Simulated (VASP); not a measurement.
Wanted: the native input for a VASP 6.6.1 run.

- Task: electric field gradients
- Functional: PBE
- Potentials or basis: VASP PAW PBE potentials, release 64 (Co)
- Cutoff: 520 eV
- k mesh: 19 × 19 × 10
- Occupations: fermi-dirac, width 0.05 eV
- Spin: collinear spin, ferromagnetic start
- Starting moments: [2.0, 2.0] μB
- Dipole correction: no
- Further INCAR settings: ALGO = Normal; EDIFF = 1e-08; NBANDS = 20

The structure of Co lies in POSCAR:

```
Co
1.0
    2.5273697045      0.0000000000      0.0000000000
   -1.2636848523      2.1887663689      0.0000000000
    0.0000000000      0.0000000000      4.1045914620
Co
2
Direct
    0.3333333333      0.6666666667      0.2500000000
    0.6666666667      0.3333333333      0.7500000000
```

This cell differs from its parent crystal: volume scaled by 1.01.

The input as run:

INCAR

```
PREC = Accurate
ENCUT = 520
EDIFF = 1E-8
ISMEAR = -1
SIGMA = 0.05
LREAL = False
LASPH = True
NELM = 150
ALGO = Normal
ISIF = 2
LWAVE = False
LCHARG = False
ISPIN = 2
MAGMOM = 2 2
LORBIT = 11
LMAXMIX = 4
GGA = PE
LEFG = True
NBANDS = 20
```

KPOINTS

```
regular mesh
0
Gamma
  19 19 10
```

Potentials or basis: VASP PAW PBE potentials, release 64 (Co).

The run is started by

```bash
$ cat potpaw_PBE.64/Co/POTCAR > POTCAR
$ mpirun -np 1 vasp_std > vasp.out
```

Results of the run:

```yaml
Pressure: -8.9 GPa
Net_moment: 3.29 μB per cell
Site_moments: Co +1.67 μB
Valence_electrons_inside_the_program's_atomic_spheres: Co 8.19
```

Caveat: without QUAD_EFG the Cq values of the log hold for a quadrupole moment of 1 mb, not for the nuclei.

It took 4.8 min on 1 thread of Oxide Virtual Turin-like Processor, on a shared host, peak memory 0.22 GiB.
